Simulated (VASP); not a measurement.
Here is a VASP 6.6.1 calculation.

File POSCAR:

```
CdO
1.0
    0.0000000000      2.3453408955      2.3453408955
    2.3453408955      0.0000000000      2.3453408955
    2.3453408955      2.3453408955      0.0000000000
Cd O
1 1
Direct
    0.0000000000      0.0000000000      0.0000000000
    0.5000000000      0.5000000000      0.5000000000
```

Contents of INCAR.step1:

```
SYSTEM = CdO
ALGO = Normal
EDIFF = 1E-5
ENCUT = 520
GGA = PE
GGA_COMPAT = .FALSE.
ISIF = 2
ISMEAR = 0
LASPH = .TRUE.
LCHARG = .FALSE.
LREAL = .FALSE.
LWAVE = .TRUE.
NBANDS = 16
NELM = 120
PREC = Accurate
SIGMA = 0.1
```

Contents of INCAR.step2:

```
SYSTEM = CdO
AEXX = 1.0
AGGAC = 0.0
ALDAC = 0.0
ALGO = Normal
EDIFF = 1E-6
ENCUT = 520
GGA = PE
GGA_COMPAT = .FALSE.
ISIF = 2
ISMEAR = 0
ISTART = 1
LASPH = .TRUE.
LCHARG = .FALSE.
LHFCALC = .TRUE.
LREAL = .FALSE.
LWAVE = .FALSE.
NBANDS = 16
NELM = 120
PREC = Accurate
PRECFOCK = Normal
SIGMA = 0.1
```

Contents of KPOINTS:

```
k-points
0
G
  6 6 6
  0 0 0
```

Potentials or basis: VASP PAW PBE potentials, release 64 (Cd, O).

Run with:

```console
$ cat potpaw_PBE.64/Cd/POTCAR potpaw_PBE.64/O/POTCAR > POTCAR
$ cp INCAR.step1 INCAR
$ mpirun -np 1 vasp_std > vasp.out
$ cp INCAR.step2 INCAR
$ mpirun -np 1 vasp_std > vasp.out
```

(1) What does it give for the pressure?

(2) Estimate the band gap on the k mesh.

Answers

(1) 6.4 GPa.

(2) 9.17 eV (least direct gap 10.64 eV).

Caveat: the cell stands under pressure; the PAW data sets were made with another functional, which shifts forces and pressure a little.
